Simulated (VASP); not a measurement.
# LiF (R3m) in VASP: G0W0 quasiparticle levels with PBE

Aim: the G0W0 quasiparticle levels of LiF with PBE.

Everything below comes from runs of VASP 6.6.1. Logs are shortened: lines on timing, memory, paths and dates and some standing lists are left out, and cuts for length are marked.

**1. The cell of the first run**

It takes space group R3m (No. 160, trigonal). The conventional cell has a = 3.033 Å, b = 3.033 Å, c = 7.206 Å, α = 90.00°, β = 90.00°, γ = 120.00°. Li (site symmetry 3m) has 4 F at 1.83 to 1.84 Å within 2.4 Å. F (site symmetry 3m) has 4 Li at 1.83 to 1.84 Å within 2.4 Å.

**2. G0W0 quasiparticle levels, PBE**

POSCAR reads:

```
LiF
1.0
   -0.0428922109      2.1017183363      2.1017183363
    2.1017183363     -0.0428922109      2.1017183363
    2.1017183363      2.1017183363     -0.0428922109
Li F
1 1
Direct
   -0.0020425272     -0.0020425272     -0.0020425272
    0.2520425272      0.2520425272      0.2520425272
```

INCAR.step1 reads:

```
SYSTEM = LiF
PREC     = Accurate       ! precision mode
ENCUT    = 500            ! plane-wave cutoff, eV
EDIFF    = 1E-8           ! SCF threshold, eV
ISMEAR   = 0              ! smearing method
SIGMA    = 0.01           ! smearing width, eV
LREAL    = .False.        ! projectors in reciprocal space
LASPH    = .True.         ! aspherical terms in the spheres
NELM     = 100            ! most SCF steps
ALGO     = Normal         ! electronic algorithm
LWAVE    = .True.         ! write WAVECAR
LCHARG   = .False.        ! write CHGCAR
GGA      = PE             ! functional
```

INCAR.step2 reads:

```
SYSTEM = LiF
PREC     = Accurate       ! precision mode
ENCUT    = 500            ! plane-wave cutoff, eV
EDIFF    = 1E-8           ! SCF threshold, eV
ISMEAR   = 0              ! smearing method
SIGMA    = 0.01           ! smearing width, eV
LREAL    = .False.        ! projectors in reciprocal space
LASPH    = .True.         ! aspherical terms in the spheres
NELM     = 1              ! most SCF steps
ALGO     = Exact          ! electronic algorithm
LWAVE    = .True.         ! write WAVECAR
LCHARG   = .False.        ! write CHGCAR
GGA      = PE             ! functional
NBANDS   = 83             ! bands
LOPTICS  = .True.         ! frequency-dependent dielectric function
ISTART   = 1
```

INCAR.step3 reads:

```
SYSTEM = LiF
PREC     = Accurate       ! precision mode
ENCUT    = 500            ! plane-wave cutoff, eV
EDIFF    = 1E-8           ! SCF threshold, eV
ISMEAR   = 0              ! smearing method
SIGMA    = 0.01           ! smearing width, eV
LREAL    = .False.        ! projectors in reciprocal space
LASPH    = .True.         ! aspherical terms in the spheres
ALGO     = EVGW0          ! electronic algorithm
LWAVE    = .False.        ! write WAVECAR
LCHARG   = .False.        ! write CHGCAR
GGA      = PE             ! functional
NELMGW   = 1            
NBANDS   = 83             ! bands
ENCUTGW  = 150.0          ! cutoff of the response function
NOMEGA   = 96             ! frequency points
PRECFOCK = Fast         
ISTART   = 1            
NBANDSGW = 12           
OMEGAMAX = 20
```

KPOINTS reads:

```
regular mesh
0
Gamma
  6 6 6
  0 0 0
```

Potentials or basis: VASP PAW PBE potentials, release 64 (Li_GW, F_GW).

Command:

```bash
> cat potpaw_PBE.64/Li_GW/POTCAR potpaw_PBE.64/F_GW/POTCAR > POTCAR
> cp INCAR.step1 INCAR
> mpirun -np 1 vasp_std > vasp.out
> cp INCAR.step2 INCAR
> mpirun -np 1 vasp_std > vasp.out
> cp INCAR.step3 INCAR
> mpirun -np 1 vasp_std > vasp.out
```

OUTCAR:

```text
SYSTEM = LiF
   PREC = Accurate
   ENCUT = 500
   EDIFF = 1E-8
   ISMEAR = 0
   LREAL = .False.
   LASPH = .True.
   GGA = PE
   NELMGW = 1
   ENCUTGW = 150.0
   PRECFOCK = Fast
   ISTART = 1

 ion  position               nearest neighbor table
   1  0.998  0.998  0.998-   2 1.83   2 1.84   2 1.84   2 1.84
   2  0.252  0.252  0.252-   1 1.83   1 1.84   1 1.84   1 1.84

  LATTYP: Found a trigonal (rhomboedric) cell.
 ALAT       =     2.9725880428
 COS(alpha) =     0.4794919842

  Lattice vectors:

 A1 = (  -0.0428922109,   2.1017183363,   2.1017183363)
 A2 = (   2.1017183363,  -0.0428922109,   2.1017183363)
 A3 = (   2.1017183363,   2.1017183363,  -0.0428922109)

Analysis of symmetry for initial positions (statically):
=====================================================================
 Subroutine PRICEL returns:
 Original cell was already a primitive cell.

 Routine SETGRP: Setting up the symmetry group for a
 trigonal (rhombohedral) supercell.

 Subroutine GETGRP returns: Found  6 space group operations
 (whereof  6 operations were pure point group operations)
 out of a pool of 12 trial point group operations.

The static configuration has the point symmetry C_3v.

Analysis of symmetry for dynamics (positions and initial velocities):
=====================================================================
 Subroutine PRICEL returns:
 Original cell was already a primitive cell.

 Routine SETGRP: Setting up the symmetry group for a
 trigonal (rhombohedral) supercell.

 Subroutine GETGRP returns: Found  6 space group operations
 (whereof  6 operations were pure point group operations)
 out of a pool of 12 trial point group operations.

The dynamic configuration has the point symmetry C_3v.

 Subroutine INISYM returns: Found  6 space group operations
 (whereof  6 operations are pure point group operations),
 and found     1 'primitive' translations

----------------------------------------------------------------------------------------

                                     Primitive cell

  volume of cell :      19.1358

  direct lattice vectors                    reciprocal lattice vectors
    -0.042892211  2.101718336  2.101718336    -0.230739032  0.235546095  0.235546095
     2.101718336 -0.042892211  2.101718336     0.235546095 -0.230739032  0.235546095
     2.101718336  2.101718336 -0.042892211     0.235546095  0.235546095 -0.230739032

  length of vectors
     2.972588043  2.972588043  2.972588043     0.405221453  0.405221453  0.405221453

  position of ions in fractional coordinates (direct lattice)
     0.997957473  0.997957473  0.997957473
     0.252042527  0.252042527  0.252042527

  ion indices of the primitive-cell ions
   primitive index   ion index
                 1           1
                 2           2

----------------------------------------------------------------------------------------

 KPOINTS: regular mesh

Automatic generation of k-mesh.
 Grid dimensions read from file:
 generate k-points for:    6    6    6

 Generating k-lattice:

  Cartesian coordinates                     Fractional coordinates (reciprocal lattice)
    -0.038456505  0.039257682  0.039257682     0.166666667  0.000000000 -0.000000000
     0.039257682 -0.038456505  0.039257682     0.000000000  0.166666667 -0.000000000
     0.039257682  0.039257682 -0.038456505     0.000000000  0.000000000  0.166666667

  Length of vectors
     0.067536909  0.067536909  0.067536909

  Shift w.r.t. Gamma in fractional coordinates (k-lattice)
     0.000000000  0.000000000  0.000000000

 Subroutine IBZKPT returns following result:
 ===========================================

 Found     32 irreducible k-points:

 Following reciprocal coordinates:
            Coordinates               Weight
  0.000000  0.000000  0.000000      1.000000
  0.166667  0.000000 -0.000000      6.000000
  0.333333  0.000000  0.000000      6.000000
  0.500000 -0.000000 -0.000000      3.000000
  0.166667  0.166667 -0.000000      6.000000
  0.333333  0.166667  0.000000     12.000000
[... 16 lines left out ...]
  0.500000  0.500000  0.166667      6.000000
 -0.333333  0.500000  0.166667     12.000000
 [... further k-points ...]
   k-points           NKPTS =     32   k-points in BZ     NKDIM =    216   number of bands    NBANDS=     83
   number of dos      NEDOS =    301   number of ions     NIONS =      2
   total plane-waves  NPLWV =  13824
   dimension x,y,z NGX =    24 NGY =   24 NGZ =   24
   dimension x,y,z NGXF=    48 NGYF=   48 NGZF=   48
   ions per type =               1   1
   NGX,Y,Z   is equivalent  to a cutoff of  13.42, 13.42, 13.42 a.u.
   NGXF,Y,Z  is equivalent  to a cutoff of  26.84, 26.84, 26.84 a.u.
 SYSTEM =  LiF
   PREC   = accura    normal or accurate (medium, high low for compatibility)
   ISTART =      1    job   : 0-new  1-cont  2-samecut
   ICHARG =      0    charge: 1-file 2-atom 10-const
   ISPIN  =      1    spin polarized calculation?
   LNONCOLLINEAR =      F non collinear calculations
   LSORBIT =      F    spin-orbit coupling
   LASPH  =      T    aspherical Exc in radial PAW
   ENCUT  =  500.0 eV  36.75 Ry    6.06 a.u.   5.42  5.42  5.42*2*pi/ulx,y,z
   NELM   =     60;   NELMIN=  2; NELMDL=  0     # of ELM steps
   EDIFF  = 0.1E-07   stopping-criterion for ELM
   LREAL  =      F    real-space projection
   EDIFFG = 0.1E-06   stopping-criterion for IOM
   NSW    =      0    number of steps for IOM
   IBRION =     -1    ionic relax: 0-MD 1-quasi-New 2-CG
   NFREE  =      0    steps in history (QN), initial steepest desc. (CG)
   ISIF   =      0    stress and relaxation
   ISYM   =      3    0-nonsym 1-usesym 2-fastsym
   POTIM  = 0.5000    time-step for ionic-motion
   TEBEG  =    0.0;   TEEND  =   0.0 temperature during run
   PSTRESS=    0.0 pullay stress
   NELECT =       8.0000    total number of electrons
   NUPDOWN=      -1.0000    fix difference up-down
   EMIN   =  10.00;   EMAX   =-10.00  energy-range for DOS
   EFERMI =   0.00;   METHOD = LEGACY
   ISMEAR =     0;   SIGMA  =   0.01  broadening in eV -4-tet -1-fermi 0-gaus
   EFERMI_NEDOS =   21; number of points for ismear=-14 and -15
   IALGO  =     38    algorithm
   IMIX   =      4    mixing-type and parameters
     AMIX     =   0.40;   BMIX     =  1.00
     AMIX_MAG =   1.60;   BMIX_MAG =  1.00
  volume/ion in A,a.u.               =       9.57        64.57
  Fermi-wavevector in a.u.,A,eV,Ry     =   1.224116  2.313243 20.387777  1.498459
  Thomas-Fermi vector in A             =   2.359202
   LORBIT       =      0    0 simple, 1 ext, 2 COOP (PROOUT), +10 PAW based schemes
   GGA     = PE    functional components
   LHFCALC =     T    Hartree Fock is set to
   PRECFOCK=fast      Normal, Fast or Accurate (Low or Medium for compatibility)
   ENCUT4O =  -1.0   cutoff for four orbital integrals eV
   NKREDX  =     1    reduce k-point grid by
   NKREDY  =     1    reduce k-point grid by
   NKREDZ  =     1    reduce k-point grid by
   AEXX    =    1.0000 exact exchange contribution
   HFSCREEN=    0.0000 screening length (either q_TF or 0.3 A-1)
   HFSCREENC=   0.0000 screening length for correlation (either q_TF or 0.3 A-1)
   ENCUTFOCK=  -1.0 apply spherical cutoff to Coloumb kernel
   IVDW    =     0    specifies the selected vdW correction
   LEPSILON=     F    determine dielectric tensor
   LRPA    =     F    only Hartree local field effects (RPA)
   LRPAFORCE           =     F    calculate RPA forces
   ENCUTGW             = 150.0    cutoff for response function in eV
   ENCUTGWSOFT         = 120.0    soft cutoff for Coulomb kernel in GW response function in eV
   ENCUTLF             =  -1.0    cutoff for local field effects
   NELMGW              =     1    number of iterations in solving QP/BSE equation
   NELMHF              =     1    number of iterations in the inner HF iteration
   NKREDLFX            =     1    NKREDLFY  =   1   NKREDLFZ  =   1
 non-spin polarized calculation
 Gauss-broadening in eV      SIGMA  =   0.01
  energy-cutoff  :      500.00
  volume of cell :       19.14
 maximum number of plane-waves:       513
 NGX is ok and might be reduce to    24
  NGX = 12; NGY = 12; NGZ = 12
   NGX = 11   NGY = 11   NGZ = 11
 maximum number of plane-waves:        88

 QP shifts <psi_nk| G(iteration)W_0 |psi_nk>: iteration 1
 for sc-GW calculations column KS-energies equals QP-energies in previous step
 and V_xc(KS)=  KS-energies - (<T + V_ion + V_H > + <T+V_H+V_ion>^1  + <V_x>^1)

 k-point   1 :       0.0000    0.0000    0.0000
  band No.  KS-energies  QP-energies   sigma(KS)   V_xc(KS)     V^pw_x(r,r')   Z            occupation Imag(sigma)

      1     -23.6989     -27.6782     -28.3026     -22.6140     -36.7868       0.6995       2.0000       0.7205
      2      -4.3046      -7.1460     -26.0554     -22.5657     -30.4475       0.8142       2.0000       0.0380
      3      -4.3046      -7.1460     -26.0554     -22.5657     -30.4475       0.8142       2.0000       0.0380
      4      -4.1846      -6.9832     -26.1340     -22.6876     -30.5466       0.8121       2.0000       0.0386
      5       3.8216       5.2486      -6.8877      -8.4879      -4.1942       0.8918       0.0000      -0.0331
      6      15.2755      17.6192      -5.2206      -7.8658      -2.0200       0.8860       0.0000      -0.0475
      7      15.2755      17.6192      -5.2206      -7.8658      -2.0200       0.8860       0.0000      -0.0475
      8      15.9528      18.3516      -5.1958      -7.9135      -1.9649       0.8827       0.0000      -0.0518
      9      24.2238      25.6543      -5.6362      -7.2339      -1.6573       0.8953       0.0000      -0.5748
     10      24.2238      25.6543      -5.6362      -7.2339      -1.6573       0.8953       0.0000      -0.5748
     11      24.6695      26.1437      -5.3523      -6.9335      -1.4552       0.9324       0.0000      -0.6142
     12      25.5932      27.6839      -6.2436      -8.6887      -2.5791       0.8550       0.0000      -0.3476

 k-point   2 :       0.1667    0.0000   -0.0000
  band No.  KS-energies  QP-energies   sigma(KS)   V_xc(KS)     V^pw_x(r,r')   Z            occupation Imag(sigma)
[... 353 lines left out ...]
      1     -23.3931     -27.2868     -28.8611     -23.1629     -37.2840       0.6833       2.0000       0.6437
      2      -5.7830      -8.9267     -23.8286     -19.9289     -28.0563       0.8061       2.0000       0.0431
      3      -5.2436      -8.2545     -24.4568     -20.7265     -28.7095       0.8071       2.0000       0.0397
      4      -5.0579      -8.0827     -24.9251     -21.1804     -29.2501       0.8078       2.0000       0.0396
      5       7.5121       9.1033      -6.3317      -8.1258      -3.5796       0.8869       0.0000      -0.0359
      6      11.6714      13.7241      -8.4506     -10.8265      -5.4819       0.8640       0.0000      -0.0479
      7      13.5652      15.8210      -6.7541      -9.3674      -3.4484       0.8632       0.0000      -0.0552
      8      16.2824      18.6623      -8.0919     -10.9354      -4.6059       0.8370       0.0000      -0.1016
      9      18.6350      20.9921      -5.7730      -8.4802      -2.3247       0.8707       0.0000      -0.0982
     10      25.1527      27.8108      -6.8250      -9.8159      -2.9898       0.8887       0.0000      -0.4576
     11      26.4799      28.4573      -5.8604      -8.1961      -2.0280       0.8466       0.0000      -0.4117
     12      29.6930      32.5789      -6.4142      -9.5394      -2.7738       0.9234       0.0000      -0.5427

 [... further k-points ...]
```

Wall time 5.9 min (1 thread of Intel Xeon Platinum 8375C at 2.90GHz (Ice Lake), shared host); peak memory 0.42 GiB.

What came out:

```
Quasiparticle gap                                   : 12.23 eV
Least direct quasiparticle gap                      : 12.23 eV
Band gap of the starting levels on the mesh         : 8.01 eV
Least direct gap of the starting levels on the mesh : 8.01 eV
```

Caveat: the k points lie up to 0.42 Å⁻¹ apart; bands, screening cutoff and mesh are small and nothing is extrapolated, so the quasiparticle values aren't converged; the structure was generated, so it needn't be the stable form of LiF.
